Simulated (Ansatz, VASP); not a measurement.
NbTe: VASP beside Ansatz

Contents of INCAR:

```
SYSTEM = NbTe
ALGO = Normal
EDIFF = 1E-6
ENCUT = 500
GGA = PS
GGA_COMPAT = .FALSE.
ISIF = 2
ISMEAR = 1
LASPH = .TRUE.
LCHARG = .TRUE.
LELF = .TRUE.
LREAL = .FALSE.
LVHAR = .TRUE.
LWAVE = .FALSE.
NBANDS = 16
NELM = 120
PREC = Accurate
SIGMA = 0.27211386245988
```

KPOINTS

```
k-points
0
G
  6 6 4
  0 0 0
```

Contents of POSCAR:

```
NbTe
1.0
    3.7029743866      0.0000000000      0.0000000000
   -1.8514871933      3.2068698884      0.0000000000
    0.0000000000      0.0000000000      3.6942110000
Nb Te
1 1
Direct
    0.0000000000      0.0000000000      0.5000000000
    0.6666666667      0.3333333333      0.0000000000
```

Input for Ansatz:

```yaml
crystal:
  lattice:
    - [3.7029743866, 0.0, 0.0]
    - [-1.8514871933, 3.2068698884, 0.0]
    - [0.0, 0.0, 3.694211]
  atoms:
    - { symbol: Nb, position: [0.0, 0.0, 0.5] }
    - { symbol: Te, position: [0.6666666667, 0.3333333333, 0.0] }
basis:
  ecutwfc: 420
kpoints:
  mp_grid: { grid: [6, 6, 4] }
hamiltonian:
  xc: pbesol
scf:
  occupations: { method: cold, width: "0.02 Ry" }
  max_iter: 55
output:
  forces: true
  stress: true
  eigenvalues: true
```

Alike in both runs: task single point; functional PBEsol; k mesh 6 × 6 × 4; no spin polarisation.

```csv
,VASP,Ansatz
version,VASP 6.6.1,Ansatz 0.2.0
potentials or method,"VASP PAW PBE potentials, release 64 (Nb_sv, Te), cutoff 500 eV","scalar-relativistic, plane waves, PAW"
occupations,"methfessel-paxton of order 1, width 0.272114 eV",cold
valence electrons in the cell,19,29
```

Ansatz gave:

* gap on the k mesh at the Fermi level (eV): none
* pressure (GPa): -5.2
* traceless stress, the component that is largest in VASP (GPa): 0.95

Problem. Estimate VASP's values.

Solution. gap on the k mesh at the Fermi level (eV): none; pressure (GPa): -5.3; traceless stress, the component that is largest in VASP (GPa): 0.90.

VASP's potentials were made for PBE, not for PBEsol. A gap of «none» marks a metal or a gap that the smearing closes. VASP's potentials hold 19 valence electrons a cell and Ansatz's 29, so a difference there can come from the potentials and not from the codes.

The k mesh is coarse, so the values compare programs but aren't converged. Spin-orbit coupling is off throughout.
